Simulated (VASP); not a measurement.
# BAs (rocksalt type) (Fm-3m) in VASP: a series of runs, part 3 of 3

VASP 6.6.1. The steps go on from the part before.

### Step 4. Electric field gradients, PBE (volume scaled by 1.04)

Input file INCAR:

```
PREC     = Accurate       # precision mode
ENCUT    = 520            # plane-wave cutoff, eV
EDIFF    = 1E-8           # SCF threshold, eV
ISMEAR   = -1             # smearing method
SIGMA    = 0.05           # smearing width, eV
LREAL    = False          # projectors in reciprocal space
LASPH    = True           # aspherical terms in the spheres
NELM     = 60             # most SCF steps
ALGO     = Normal         # electronic algorithm
ISIF     = 2              # what is computed and relaxed
LWAVE    = False          # write WAVECAR
LCHARG   = False          # write CHGCAR
GGA      = PE             # functional
LEFG     = True         
NBANDS   = 11             # bands
```

Input file KPOINTS:

```
regular mesh
0
Gamma
  14 14 14
```

Input file POSCAR:

```
BAs
1.0
    0.0000000000      2.3372040735      2.3372040735
    2.3372040735      0.0000000000      2.3372040735
    2.3372040735      2.3372040735      0.0000000000
B As
1 1
Direct
    0.0000000000      0.0000000000      0.0000000000
    0.5000000000      0.5000000000      0.5000000000
```

Potentials or basis: VASP PAW PBE potentials, release 64 (B, As).

Run with:

```sh
> cat potpaw_PBE.64/B/POTCAR potpaw_PBE.64/As/POTCAR > POTCAR
> mpirun -np 1 vasp_std > vasp.out
```

OUTCAR:

```text
PREC = Accurate
   ENCUT = 520
   EDIFF = 1E-8
   ISMEAR = -1
   LREAL = False
   LASPH = True
   NELM = 60
   ISIF = 2
   GGA = PE

 ion  position               nearest neighbor table
   1  0.000  0.000  0.000-   2 2.34   2 2.34   2 2.34   2 2.34   2 2.34   2 2.34
   2  0.500  0.500  0.500-   1 2.34   1 2.34   1 2.34   1 2.34   1 2.34   1 2.34

  LATTYP: Found a face centered cubic cell.
 ALAT       =     4.6744081470

  Lattice vectors:

 A1 = (   0.0000000000,   2.3372040735,   2.3372040735)
 A2 = (   2.3372040735,   0.0000000000,   2.3372040735)
 A3 = (   2.3372040735,   2.3372040735,   0.0000000000)

Analysis of symmetry for initial positions (statically):
=====================================================================
 Subroutine PRICEL returns:
 Original cell was already a primitive cell.

 Routine SETGRP: Setting up the symmetry group for a
 face centered cubic supercell.

[... 524 lines left out ...]
  volume of cell :       25.53
      direct lattice vectors                 reciprocal lattice vectors
     0.000000000  2.337204074  2.337204074    -0.213930827  0.213930827  0.213930827
     2.337204074  0.000000000  2.337204074     0.213930827 -0.213930827  0.213930827
     2.337204074  2.337204074  0.000000000     0.213930827  0.213930827 -0.213930827

 POSITION                                       TOTAL-FORCE (eV/Angst)
 -----------------------------------------------------------------------------------
      0.00000      0.00000      0.00000        -0.000000     -0.000000     -0.000000
      2.33720      2.33720      2.33720         0.000000      0.000000      0.000000
 -----------------------------------------------------------------------------------
    total drift:                                0.000000      0.000000      0.000000

  FREE ENERGIE OF THE ION-ELECTRON SYSTEM (eV)
  ---------------------------------------------------
  free  energy   TOTEN  =        -9.6208376534 eV

  energy  without entropy=       -9.6139461855  energy(sigma->0) =       -9.61739192

 Electric field gradients (V/A^2)
---------------------------------------------------------------------
 ion       V_xx      V_yy      V_zz      V_xy      V_xz      V_yz
---------------------------------------------------------------------
   1      -0.000    -0.000    -0.000    -0.000    -0.000    -0.000
   2      -0.000    -0.000     0.000     0.000     0.000     0.000
---------------------------------------------------------------------

 Electric field gradients after diagonalization (V/A^2)
 (convention: |V_zz| > |V_xx| > |V_yy|)
----------------------------------------------------------------------
 ion       V_xx      V_yy      V_zz     asymmetry (V_yy - V_xx)/ V_zz
----------------------------------------------------------------------
   1       0.000     0.000    -0.000       0.000
   2      -0.000    -0.000     0.000       0.000
----------------------------------------------------------------------

           NMR quadrupolar parameters

 Cq : quadrupolar parameter    Cq=e*Q*V_zz/h
 eta: asymmetry parameters     (V_yy - V_xx)/ V_zz
 Q  : nuclear electric quadrupole moment in mb (millibarn)
----------------------------------------------------------------------
 ion       Cq(MHz)       eta       Q (mb)
----------------------------------------------------------------------
   1      -0.000       0.000       1.000
   2       0.000       0.000       1.000
----------------------------------------------------------------------
```

OSZICAR:

```text
N       E                     dE             d eps       ncg     rms          rms(c)
DAV:   1     0.112768464459E+02    0.11277E+02   -0.38231E+03  2296   0.647E+02
DAV:   2    -0.921877366772E+01   -0.20496E+02   -0.19777E+02  3053   0.999E+01
DAV:   3    -0.980200136605E+01   -0.58323E+00   -0.57829E+00  2796   0.149E+01
DAV:   4    -0.980339708566E+01   -0.13957E-02   -0.13954E-02  2525   0.781E-01
DAV:   5    -0.980339819132E+01   -0.11057E-05   -0.11063E-05  2663   0.252E-02    0.348E+00
DAV:   6    -0.962034666209E+01    0.18305E+00   -0.71703E-01  2354   0.303E+00    0.172E+00
DAV:   7    -0.961973432210E+01    0.61234E-03   -0.55585E-02  2680   0.124E+00    0.819E-01
DAV:   8    -0.962080211748E+01   -0.10678E-02   -0.25153E-03  2429   0.355E-01    0.491E-02
DAV:   9    -0.962082864231E+01   -0.26525E-04   -0.21850E-04  2619   0.687E-02    0.397E-02
DAV:  10    -0.962083826239E+01   -0.96201E-05   -0.21971E-05  2550   0.319E-02    0.476E-03
DAV:  11    -0.962083759318E+01    0.66922E-06   -0.48440E-06  2561   0.832E-03    0.776E-04
DAV:  12    -0.962083762199E+01   -0.28809E-07   -0.24027E-07  2582   0.305E-03    0.361E-04
DAV:  13    -0.962083763279E+01   -0.10808E-07   -0.63759E-09  1471   0.346E-04    0.192E-04
DAV:  14    -0.962083765156E+01   -0.18766E-07   -0.12329E-09  1291   0.174E-04    0.302E-05
DAV:  15    -0.962083765340E+01   -0.18443E-08   -0.78918E-11  1207   0.572E-05
   1 F= -.96208377E+01 E0= -.96173919E+01  d E =-.689147E-02
```

Run time: 37 s. Hardware: 1 thread of Intel Xeon Platinum 8259CL at 2.50GHz (Skylake/Cascade Lake), shared host; peak memory 0.17 GiB.

Results:

| Item | Value |
| --- | --- |
| Free energy | -9.6208 eV |
| Pressure | -4.4 GPa |
| Band gap on the k mesh | zero (band 4 reaches 8.39 eV, above the bottom of band 5 at 3.34 eV) |

Levels at points of the mesh, in eV from the Fermi level:
| k point | band 1 | band 2 | band 3 | band 4 | band 5 | band 6 | band 7 | band 8 |
| --- | --- | --- | --- | --- | --- | --- | --- | --- |
| (0.00, 0.00, 0.00) | -15.51 | -0.01 | -0.01 | -0.01 | 2.92 | 7.40 | 7.40 | 7.40 |
| (0.50, 0.00, 0.00) | -11.93 | -9.40 | 1.11 | 1.11 | 1.28 | 1.28 | 3.90 | 5.22 |
| (0.50, 0.50, 0.00) | -10.60 | -7.55 | -3.56 | -3.56 | -3.48 | 3.83 | 10.16 | 10.16 |

Caveat: without QUAD_EFG the Cq values of the log hold for a quadrupole moment of 1 mb, not for the nuclei.

### Step 5. Density of states, PBE

Input file POSCAR:

```
BAs
1.0
    0.0000000000      2.3068473379      2.3068473379
    2.3068473379      0.0000000000      2.3068473379
    2.3068473379      2.3068473379      0.0000000000
B As
1 1
Direct
    0.0000000000      0.0000000000      0.0000000000
    0.5000000000      0.5000000000      0.5000000000
```

Input file INCAR.step1:

```
SYSTEM = BAs
  ALGO = Normal
  EDIFF = 1E-6
  ENCUT = 520
  GGA = PE
  ISIF = 2
  ISMEAR = -1
  LASPH = .True.
  LCHARG = .True.
  LREAL = .False.
  LWAVE = .False.
  NBANDS = 11
  NELM = 100
  PREC = Accurate
  SIGMA = 0.05
```

Input file KPOINTS.step1:

```
k-points
0
Gamma
  14 14 14
  0 0 0
```

Input file INCAR.step2:

```
SYSTEM = BAs
  ALGO = Normal
  EDIFF = 1E-6
  ENCUT = 520
  GGA = PE
  ICHARG = 11
  ISIF = 2
  ISMEAR = -5
  LASPH = .True.
  LCHARG = .False.
  LORBIT = 11
  LREAL = .False.
  LWAVE = .False.
  NEDOS = 2001
  NELM = 100
  PREC = Accurate
  SIGMA = 0.05
```

Input file KPOINTS.step2:

```
k-points
0
Gamma
  21 21 21
  0 0 0
```

Run with:

```sh
> cat potpaw_PBE.64/B/POTCAR potpaw_PBE.64/As/POTCAR > POTCAR
> cp INCAR.step1 INCAR
> cp KPOINTS.step1 KPOINTS
> mpirun -np 1 vasp_std > vasp.out
> cp INCAR.step2 INCAR
> cp KPOINTS.step2 KPOINTS
> mpirun -np 1 vasp_std > vasp.out
```

It took 32 s on 1 thread of Intel Xeon Platinum 8259CL at 2.50GHz (Skylake/Cascade Lake), shared host; peak memory 0.19 GiB.

The run converged. Its results:

```
Valence electrons inside the program's atomic spheres : B 1.66; As 2.74
```

Levels at points of the mesh, in eV from the Fermi level:
```
           k point  band 2  band 3  band 4  band 5  band 6  band 7
(0.00, 0.00, 0.00)   -0.03   -0.03   -0.03    3.44    7.66    7.66
```

Caveat: tetrahedron occupations give inexact forces and stress in metals.

### Step 6. The runs side by side

```csv
task,cell,smearing,k mesh for the DOS,occupations for the DOS,gap on the mesh (eV),pressure (GPa)
electric field gradients,"a = 3.262 Å, angles 60.0°, 2 atoms",tetrahedron,-,-,none,0.4
electric field gradients,"a = 3.284 Å, angles 60.0°, 2 atoms",fermi-dirac 0.05 eV,-,-,none,-2.1
electric field gradients,"a = 3.305 Å, angles 60.0°, 2 atoms",fermi-dirac 0.05 eV,-,-,none,-4.4
density of states,"a = 3.262 Å, angles 60.0°, 2 atoms",fermi-dirac 0.05 eV,21 × 21 × 21,tetrahedron,-,-
```

Alike in all rows: level PBE; potentials or basis VASP PAW PBE potentials, release 64 (B, As); no spin polarisation; k mesh 14 × 14 × 14; cutoff (eV) 520.

Caveats: tetrahedron occupations give inexact forces and stress in metals (some runs).

Total energies depend on the potentials used, so only differences within one code and one set of settings carry meaning.
